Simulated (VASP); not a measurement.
# Ta (Im-3m) in VASP: further runs

Runs on Ta. Level: PBEsol. Tasks: relaxation of cell and atoms, single point.

All numbers are computed with VASP 6.6.1; they aren't measurements. Logs are shortened: lines on timing, memory, paths and dates and some standing lists are left out, and cuts for length are marked.

## Step 1: The cell of the first run

It takes space group Im-3m (No. 229, cubic). Conventional cell: a = 3.303 Å, b = 3.303 Å, c = 3.303 Å, α = 90.00°, β = 90.00°, γ = 90.00°. Within 3.8 Å of Ta (site symmetry m-3m) lie 14 Ta at 2.86 to 3.30 Å.

## Step 2: Relaxation of cell and atoms, PBEsol, target pressure 10.6 GPa, at which the enthalpy is minimised

Input file INCAR:

```
SYSTEM = Ta
PREC     = Accurate       ! precision mode
ENCUT    = 600            ! plane-wave cutoff, eV
EDIFF    = 1E-6           ! SCF threshold, eV
ISMEAR   = 0              ! smearing method
SIGMA    = 0.1            ! smearing width, eV
LREAL    = .False.        ! projectors in reciprocal space
LASPH    = .True.         ! aspherical terms in the spheres
NELM     = 60             ! most SCF steps
ALGO     = Fast           ! electronic algorithm
ISIF     = 3              ! what is computed and relaxed
LWAVE    = .False.        ! write WAVECAR
LCHARG   = .False.        ! write CHGCAR
GGA      = PS             ! functional
IBRION   = 2              ! ionic algorithm
NSW      = 80             ! ionic steps
EDIFFG   = -0.05          ! ionic threshold
PSTRESS  = 106.0
```

Input file KPOINTS:

```
regular mesh
0
Gamma
  8 8 8
  0 0 0
```

Input file POSCAR:

```
Ta
1.0
   -1.6512800000      1.6512800000      1.6512800000
    1.6512800000     -1.6512800000      1.6512800000
    1.6512800000      1.6512800000     -1.6512800000
Ta
1
Direct
    0.0000000000      0.0000000000      0.0000000000
```

Potentials or basis: VASP PAW PBE potentials, release 64 (Ta_pv).

Started as:

```bash
$ cat potpaw_PBE.64/Ta_pv/POTCAR > POTCAR
$ mpirun -np 1 vasp_std > vasp.out
```

OUTCAR:

```text
SYSTEM = Ta
   PREC = Accurate
   ENCUT = 600
   EDIFF = 1E-6
   ISMEAR = 0
   LREAL = .False.
   LASPH = .True.
   NELM = 60
   ISIF = 3
   GGA = PS
   IBRION = 2
   NSW = 80
   EDIFFG = -0.05
   PSTRESS = 106.0

 ion  position               nearest neighbor table
   1  0.000  0.000  0.000-

  LATTYP: Found a body centered cubic cell.
 ALAT       =     3.3025600000

  Lattice vectors:

 A1 = (  -1.6512800000,   1.6512800000,   1.6512800000)
 A2 = (   1.6512800000,  -1.6512800000,   1.6512800000)
 A3 = (   1.6512800000,   1.6512800000,  -1.6512800000)

Analysis of symmetry for initial positions (statically):
=====================================================================
 Subroutine PRICEL returns:
 Original cell was already a primitive cell.

 Routine SETGRP: Setting up the symmetry group for a
 body centered cubic supercell.

 Subroutine GETGRP returns: Found 48 space group operations
 (whereof 48 operations were pure point group operations)
 out of a pool of 48 trial point group operations.

The static configuration has the point symmetry O_h .

Analysis of symmetry for dynamics (positions and initial velocities):
=====================================================================
 Subroutine PRICEL returns:
 Original cell was already a primitive cell.

 Routine SETGRP: Setting up the symmetry group for a
 body centered cubic supercell.

 Subroutine GETGRP returns: Found 48 space group operations
 (whereof 48 operations were pure point group operations)
 out of a pool of 48 trial point group operations.

The dynamic configuration has the point symmetry O_h .

 Subroutine INISYM returns: Found 48 space group operations
 (whereof 48 operations are pure point group operations),
 and found     1 'primitive' translations

----------------------------------------------------------------------------------------

                                     Primitive cell

  volume of cell :      18.0104

  direct lattice vectors                    reciprocal lattice vectors
    -1.651280000  1.651280000  1.651280000     0.000000000  0.302795407  0.302795407
     1.651280000 -1.651280000  1.651280000     0.302795407  0.000000000  0.302795407
     1.651280000  1.651280000 -1.651280000     0.302795407  0.302795407  0.000000000

  length of vectors
     2.860100858  2.860100858  2.860100858     0.428217371  0.428217371  0.428217371

  position of ions in fractional coordinates (direct lattice)
     0.000000000  0.000000000  0.000000000

  ion indices of the primitive-cell ions
   primitive index   ion index
                 1           1

----------------------------------------------------------------------------------------

 KPOINTS: regular mesh

Automatic generation of k-mesh.
 Grid dimensions read from file:
 generate k-points for:    8    8    8

 Generating k-lattice:

  Cartesian coordinates                     Fractional coordinates (reciprocal lattice)
     0.000000000  0.037849426  0.037849426     0.125000000  0.000000000  0.000000000
     0.037849426  0.000000000  0.037849426     0.000000000  0.125000000  0.000000000
     0.037849426  0.037849426  0.000000000     0.000000000  0.000000000  0.125000000

  Length of vectors
     0.053527171  0.053527171  0.053527171

  Shift w.r.t. Gamma in fractional coordinates (k-lattice)
     0.000000000  0.000000000  0.000000000

 Subroutine IBZKPT returns following result:
 ===========================================

 Found     29 irreducible k-points:

 Following reciprocal coordinates:
            Coordinates               Weight
  0.000000  0.000000  0.000000      1.000000
  0.125000  0.000000  0.000000     12.000000
  0.250000  0.000000  0.000000     12.000000
  0.375000  0.000000  0.000000     12.000000
  0.500000  0.000000  0.000000      6.000000
  0.125000  0.125000  0.000000     24.000000
[... 16 lines left out ...]
 -0.250000  0.250000  0.250000      6.000000
 -0.375000  0.375000  0.250000     24.000000
 [... further k-points ...]
   k-points           NKPTS =     29   k-points in BZ     NKDIM =     29   number of bands    NBANDS=      9
   number of dos      NEDOS =    301   number of ions     NIONS =      1
   total plane-waves  NPLWV =  13824
   dimension x,y,z NGX =    24 NGY =   24 NGZ =   24
   dimension x,y,z NGXF=    48 NGYF=   48 NGZF=   48
   ions per type =               1
   NGX,Y,Z   is equivalent  to a cutoff of  13.95, 13.95, 13.95 a.u.
   NGXF,Y,Z  is equivalent  to a cutoff of  27.90, 27.90, 27.90 a.u.
 SYSTEM =  Ta
   PREC   = accura    normal or accurate (medium, high low for compatibility)
   ISTART =      0    job   : 0-new  1-cont  2-samecut
   ICHARG =      2    charge: 1-file 2-atom 10-const
   ISPIN  =      1    spin polarized calculation?
   LNONCOLLINEAR =      F non collinear calculations
   LSORBIT =      F    spin-orbit coupling
   LASPH  =      T    aspherical Exc in radial PAW
   ENCUT  =  600.0 eV  44.10 Ry    6.64 a.u.   5.71  5.71  5.71*2*pi/ulx,y,z
   NELM   =     60;   NELMIN=  2; NELMDL= -5     # of ELM steps
   EDIFF  = 0.1E-05   stopping-criterion for ELM
   LREAL  =      F    real-space projection
   EDIFFG = -.5E-01   stopping-criterion for IOM
   NSW    =     80    number of steps for IOM
   IBRION =      2    ionic relax: 0-MD 1-quasi-New 2-CG
   NFREE  =      1    steps in history (QN), initial steepest desc. (CG)
   ISIF   =      3    stress and relaxation
   ISYM   =      2    0-nonsym 1-usesym 2-fastsym
   POTIM  = 0.5000    time-step for ionic-motion
   TEBEG  =    0.0;   TEEND  =   0.0 temperature during run
   PSTRESS=  106.0 pullay stress
   NELECT =      11.0000    total number of electrons
   NUPDOWN=      -1.0000    fix difference up-down
   EMIN   =  10.00;   EMAX   =-10.00  energy-range for DOS
   EFERMI =   0.00;   METHOD = LEGACY
   ISMEAR =     0;   SIGMA  =   0.10  broadening in eV -4-tet -1-fermi 0-gaus
   EFERMI_NEDOS =   21; number of points for ismear=-14 and -15
   IALGO  =     68    algorithm
   IMIX   =      4    mixing-type and parameters
     AMIX     =   0.40;   BMIX     =  1.00
     AMIX_MAG =   1.60;   BMIX_MAG =  1.00
  volume/ion in A,a.u.               =      18.01       121.54
  Fermi-wavevector in a.u.,A,eV,Ry     =   1.388988  2.624806 26.249534  1.929286
  Thomas-Fermi vector in A             =   2.513061
   LORBIT       =      0    0 simple, 1 ext, 2 COOP (PROOUT), +10 PAW based schemes
   GGA     = PS    functional components
   LHFCALC =     F    Hartree Fock is set to
   AEXX    =    0.0000 exact exchange contribution
   IVDW    =     0    specifies the selected vdW correction
   LEPSILON=     F    determine dielectric tensor
   LRPA    =     F    only Hartree local field effects (RPA)
 conjugate gradient relaxation of ions
 non-spin polarized calculation
 RMM-DIIS sequential band-by-band and
 Gauss-broadening in eV      SIGMA  =   0.10
  energy-cutoff  :      600.00
  volume of cell :       18.01
 maximum number of plane-waves:       614
   NGX = 11   NGY = 11   NGZ = 11

--------------------------------------- Ionic step        1  -------------------------------------------

 number of electron      11.0000002 magnetization

 Free energy of the ion-electron system (eV)
  ---------------------------------------------------
  ext. energy  EPLUGINS =         0.00000000
  ---------------------------------------------------
  free energy    TOTEN  =       -12.57518579 eV

  energy without entropy =      -12.57153075  energy(sigma->0) =      -12.57335827

------------------------ aborting loop because EDIFF is reached ----------------------------------------

  FORCE on cell =-STRESS in cart. coord.  units (eV):
  Direction    XX          YY          ZZ          XY          YZ          ZX
  --------------------------------------------------------------------------------------
  -------------------------------------------------------------------------------------
  Total       -0.6341339     -0.6341339     -0.6341339     -0.0000000     -0.0000000      0.0000000
  in kB      -56.4117318    -56.4117318    -56.4117318     -0.0000000     -0.0000000      0.0000000
  external PRESSURE =    -162.4117318 kB  Pullay stress =     106.0000000 kB

 VOLUME and BASIS-vectors are now :
 -----------------------------------------------------------------------------
  energy-cutoff  :      600.00
  volume of cell :       18.01
      direct lattice vectors                 reciprocal lattice vectors
    -1.651280000  1.651280000  1.651280000     0.000000000  0.302795407  0.302795407
     1.651280000 -1.651280000  1.651280000     0.302795407  0.000000000  0.302795407
     1.651280000  1.651280000 -1.651280000     0.302795407  0.302795407  0.000000000
[... 81 lines left out ...]
  FREE ENERGIE OF THE ION-ELECTRON SYSTEM (eV)
  ---------------------------------------------------
  free  energy   TOTEN  =       -12.5664219526 eV

  energy  without entropy=      -12.5631472969  energy(sigma->0) =      -12.56478462

  enthalpy is  TOTEN    =       -11.4492584192 eV   P V=        1.1171635334

--------------------------------------- Ionic step        4  -------------------------------------------

 number of electron      10.9999998 magnetization

 Free energy of the ion-electron system (eV)
  ---------------------------------------------------
  ext. energy  EPLUGINS =         0.00000000
  ---------------------------------------------------
  free energy    TOTEN  =       -12.56164231 eV

  energy without entropy =      -12.55835338  energy(sigma->0) =      -12.55999785

 E-fermi :   5.8299     XC(G=0): -13.0856

 val. band max:        5.7575101497   @ k =   0.2500   0.0000   0.0000
 cond. band min:       5.8679375852   @ k =  -0.2500   0.2500   0.1250
 fundamental gap:      0.1104274355
 Fermi energy:         5.8298606925

 k-point     1 :       0.0000    0.0000    0.0000
  band No.  band energies     occupation
      1     -26.8465      2.00000
      2     -26.8465      2.00000
      3     -26.8465      2.00000
      4      -2.2985      2.00000
      5       6.6091      0.00000
      6       6.6091      0.00000
      7       6.6091      0.00000
      8      10.1321      0.00000
      9      10.1321      0.00000

 k-point     2 :       0.1250    0.0000    0.0000
  band No.  band energies     occupation
      1     -27.0833      2.00000
      2     -26.9181      2.00000
      3     -26.8482      2.00000
      4      -1.5609      2.00000
      5       6.1439      0.00001
      6       6.4126      0.00000
      7       7.3540      0.00000
      8       9.5358      0.00000
      9      10.1430      0.00000
[... 253 lines left out ...]
 k-point    24 :      -0.3750    0.3750    0.2500
  band No.  band energies     occupation
      1     -27.9503      2.00000
      2     -27.5270      2.00000
      3     -27.3962      2.00000
      4       2.9106      2.00000
      5       3.6682      2.00000
      6       7.2161      0.00000
      7       7.9668      0.00000
      8      11.7527      0.00000
      9      11.9393      0.00000

 [... further k-points ...]

------------------------ aborting loop because EDIFF is reached ----------------------------------------

  FORCE on cell =-STRESS in cart. coord.  units (eV):
  Direction    XX          YY          ZZ          XY          YZ          ZX
  --------------------------------------------------------------------------------------
  -------------------------------------------------------------------------------------
  Total        1.0746478      1.0746478      1.0746478      0.0000000     -0.0000000      0.0000000
  in kB      102.4485065    102.4485065    102.4485065      0.0000000     -0.0000000      0.0000000
  external PRESSURE =      -3.5514935 kB  Pullay stress =     106.0000000 kB

 VOLUME and BASIS-vectors are now :
 -----------------------------------------------------------------------------
  energy-cutoff  :      600.00
  volume of cell :       16.81
      direct lattice vectors                 reciprocal lattice vectors
    -1.613629074  1.613629074  1.613629074     0.000000000  0.309860555  0.309860555
     1.613629074 -1.613629074  1.613629074     0.309860555  0.000000000  0.309860555
     1.613629074  1.613629074 -1.613629074     0.309860555  0.309860555  0.000000000

 POSITION                                       TOTAL-FORCE (eV/Angst)
 -----------------------------------------------------------------------------------
      3.22726      0.00000      0.00000        -0.000000      0.000000      0.000000
 -----------------------------------------------------------------------------------
    total drift:                                0.000000      0.000000     -0.000000

  FREE ENERGIE OF THE ION-ELECTRON SYSTEM (eV)
  ---------------------------------------------------
  free  energy   TOTEN  =       -12.5616423120 eV

  energy  without entropy=      -12.5583533824  energy(sigma->0) =      -12.55999785

  enthalpy is  TOTEN    =       -11.4497405845 eV   P V=        1.1119017275

 reached required accuracy - stopping structural energy minimisation
```

Run time: 27 s. Hardware: 1 thread of Intel Xeon 8259CL, shared host; peak memory 0.15 GiB.

Results:

* Free energy: -12.5616 eV
* Relaxed volume: 16.81 Å³/atom
* Relaxed cell: a = 2.795 Å, b = 2.795 Å, c = 2.795 Å, α = 109.47°, β = 109.47°, γ = 109.47°
* Space group after relaxing (to 0.05 Å): Im-3m (No. 229)
* Energy change on relaxing (the enthalpy is what falls): +13.5 meV/atom
* Ionic steps: 4
* Pressure after relaxing: 10.2 GPa

The path:
| step | energy change (eV) | largest force (eV/Å) | pressure (GPa) | volume (Å³) |
| --- | --- | --- | --- | --- |
| 1 | 0.0000 | 0.0000 | -5.64 | 18.01 |
| 2 | 0.8763 | 0.0000 | 89.24 | 13.66 |
| 3 | 0.0088 | 0.0000 | 9.10 | 16.89 |
| 4 | 0.0135 | 0.0000 | 10.24 | 16.81 |

Final structure:
```xyz
1
Lattice="-1.6136 1.6136 1.6136 1.6136 -1.6136 1.6136 1.6136 1.6136 -1.6136" Properties=species:S:1:pos:R:3 pbc="T T T"
Ta    3.2273    0.0000    0.0000
```

Levels at points of the mesh, in eV from the Fermi level:
```csv
k point,band 2,band 3,band 4,band 5,band 6,band 7,band 8,band 9
"(0.00, 0.00, 0.00)",-32.68,-32.68,-8.13,0.78,0.78,0.78,4.30,4.30
"(0.50, 0.00, 0.00)",-33.15,-32.69,-4.65,-1.71,2.02,4.23,5.35,8.58
"(0.50, 0.50, 0.50)",-33.70,-33.70,-4.18,-4.18,7.49,7.49,7.49,9.39
```

Caveat: the cell is relaxed towards a set pressure, so the enthalpy falls and the energy may rise; the PAW data sets were made with another functional, which shifts forces and pressure a little; spin-orbit coupling is left out, which moves the levels of the heavy elements.

## Step 3: Single point, PBEsol

This run uses another cell than the first one, of 16.86 Å³/atom, 0.936 times its volume.

Input file INCAR:

```
PREC = Accurate ; ENCUT = 520
EDIFF = 1E-6 ; ISMEAR = -1
SIGMA = 0.1 ; LREAL = F
LASPH = T ; NELM = 80
ALGO = Normal ; ISIF = 2
LWAVE = F ; LCHARG = F
GGA = PS ; NBANDS = 12
```

Input file KPOINTS:

```
regular mesh
0
Gamma
  18 18 18
```

Input file POSCAR:

```
Ta
1.0
   -1.6153978696      1.6153978696      1.6153978696
    1.6153978696     -1.6153978696      1.6153978696
    1.6153978696      1.6153978696     -1.6153978696
Ta
1
Direct
    0.0000000000      0.0000000000      0.0000000000
```

Potentials or basis: VASP PAW PBE potentials, release 64 (Ta_pv).

Started as:

```bash
$ cat potpaw_PBE.64/Ta_pv/POTCAR > POTCAR
$ mpirun -np 1 vasp_std > vasp.out
```

Wall time 35 s (1 thread of Intel Xeon 8259CL, shared host); peak memory 0.17 GiB.

Results (log left out):

- Free energy: -12.5455 eV
- Pressure: 10.9 GPa

Levels at points of the mesh, in eV from the Fermi level:
| k point | band 4 | band 5 | band 6 | band 7 | band 8 | band 9 |
| --- | --- | --- | --- | --- | --- | --- |
| (0.00, 0.00, 0.00) | -8.19 | 0.71 | 0.71 | 0.71 | 4.22 | 4.22 |
| (0.50, 0.00, 0.00) | -4.70 | -1.77 | 1.93 | 4.15 | 5.26 | 8.47 |
| (0.50, 0.50, 0.50) | -4.23 | -4.23 | 7.39 | 7.39 | 7.39 | 9.28 |

Caveat: the PAW data sets were made with another functional, which shifts forces and pressure a little; spin-orbit coupling is left out, which moves the levels of the heavy elements.

## Step 4: Single point, PBEsol

This run uses another cell than the first one, of 16.86 Å³/atom, 0.936 times its volume.

Input file INCAR:

```
SYSTEM = Ta
PREC = Accurate ; ENCUT = 520
EDIFF = 1E-6 ; ISMEAR = -1
SIGMA = 0.1 ; LREAL = .FALSE.
LASPH = .TRUE. ; NELM = 80
ALGO = Normal ; ISIF = 2
LWAVE = .FALSE. ; LCHARG = .TRUE.
GGA = PS ; LELF = .TRUE.
LVHAR = .TRUE. ; NBANDS = 12
```

Input file KPOINTS:

```
Automatic mesh
0
G
  18 18 18
  0 0 0
```

POSCAR is that of step 3.

Potentials or basis: VASP PAW PBE potentials, release 64 (Ta_pv).

Started as:

```bash
$ cat potpaw_PBE.64/Ta_pv/POTCAR > POTCAR
$ mpirun -np 1 vasp_std > vasp.out
```

OUTCAR:

```text
SYSTEM = Ta
   PREC = Accurate
   ENCUT = 520
   EDIFF = 1E-6
   ISMEAR = -1
   LREAL = .FALSE.
   LASPH = .TRUE.
   NELM = 80
   ISIF = 2
   GGA = PS

 ion  position               nearest neighbor table
   1  0.000  0.000  0.000-

  LATTYP: Found a body centered cubic cell.
 ALAT       =     3.2307957392

  Lattice vectors:

 A1 = (  -1.6153978696,   1.6153978696,   1.6153978696)
 A2 = (   1.6153978696,  -1.6153978696,   1.6153978696)
[... 539 lines left out ...]
     12      20.7861      0.00000

 [... further k-points ...]

------------------------ aborting loop because EDIFF is reached ----------------------------------------

  FORCE on cell =-STRESS in cart. coord.  units (eV):
  Direction    XX          YY          ZZ          XY          YZ          ZX
  --------------------------------------------------------------------------------------
  -------------------------------------------------------------------------------------
  Total        1.1474935      1.1474935      1.1474935     -0.0000000      0.0000000     -0.0000000
  in kB      109.0340870    109.0340870    109.0340870     -0.0000000      0.0000000     -0.0000000
  external PRESSURE =     109.0340870 kB  Pullay stress =       0.0000000 kB

 VOLUME and BASIS-vectors are now :
 -----------------------------------------------------------------------------
  energy-cutoff  :      520.00
  volume of cell :       16.86
      direct lattice vectors                 reciprocal lattice vectors
    -1.615397870  1.615397870  1.615397870     0.000000000  0.309521270  0.309521270
     1.615397870 -1.615397870  1.615397870     0.309521270  0.000000000  0.309521270
     1.615397870  1.615397870 -1.615397870     0.309521270  0.309521270  0.000000000

 POSITION                                       TOTAL-FORCE (eV/Angst)
 -----------------------------------------------------------------------------------
      0.00000      0.00000      0.00000         0.000000      0.000000      0.000000
 -----------------------------------------------------------------------------------
    total drift:                                0.000000      0.000000      0.000000

  FREE ENERGIE OF THE ION-ELECTRON SYSTEM (eV)
  ---------------------------------------------------
  free  energy   TOTEN  =       -12.5454718737 eV

  energy  without entropy=      -12.5063830620  energy(sigma->0) =      -12.52592747
```

Wall time 37 s (1 thread of Intel Xeon 8259CL, shared host); peak memory 0.17 GiB.

Results:

| Property | Result |
| --- | --- |
| Free energy | -12.5455 eV |
| Pressure | 10.9 GPa |

Levels at points of the mesh, in eV from the Fermi level:
```csv
k point,band 4,band 5,band 6,band 7,band 8,band 9
"(0.00, 0.00, 0.00)",-8.19,0.71,0.71,0.71,4.22,4.22
"(0.50, 0.00, 0.00)",-4.70,-1.77,1.93,4.15,5.26,8.47
"(0.50, 0.50, 0.50)",-4.23,-4.23,7.39,7.39,7.39,9.28
```

Caveat: the PAW data sets were made with another functional, which shifts forces and pressure a little; spin-orbit coupling is left out, which moves the levels of the heavy elements.

(Part 1 of 2 ends here.)
